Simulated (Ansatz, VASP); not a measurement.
# Two plane-wave programs on SiC

```
Si C
1.0
     3.07534    0.00000    0.00000
    -1.53767    2.66332    0.00000
     0.00000    0.00000    5.04822
Si C
2 2
Cartesian
  0.0000 1.7755 0.0232
  1.5377 0.8878 2.5473
  0.0000 1.7755 1.9203
  1.5377 0.8878 4.4445
```

Alike in both runs: functional r2SCAN; k mesh 12 × 12 × 6; occupations fermi-dirac, width 0.08 eV; no spin polarisation.

Ansatz relaxed the structure, and its values are those at the end. VASP's run is a single point on that final structure, the one shown.

|  | VASP | Ansatz |
| --- | --- | --- |
| version | VASP 6.6.1 | Ansatz 0.2.0 |
| potentials or method | VASP PAW PBE potentials, release 64 (Si, C) | PAW with Ansatz's default frozen-core files, scalar-relativistic |
| plane-wave cutoff (eV) | 520 | 500 |
| valence electrons in the cell | 16 | 16 |

Ansatz gave:

```
pressure (GPa) : 0.0
```

Question: Which values does VASP return?

Answer: Pressure (GPa): -0.2.

VASP's potentials were made for PBE, not for r2SCAN.
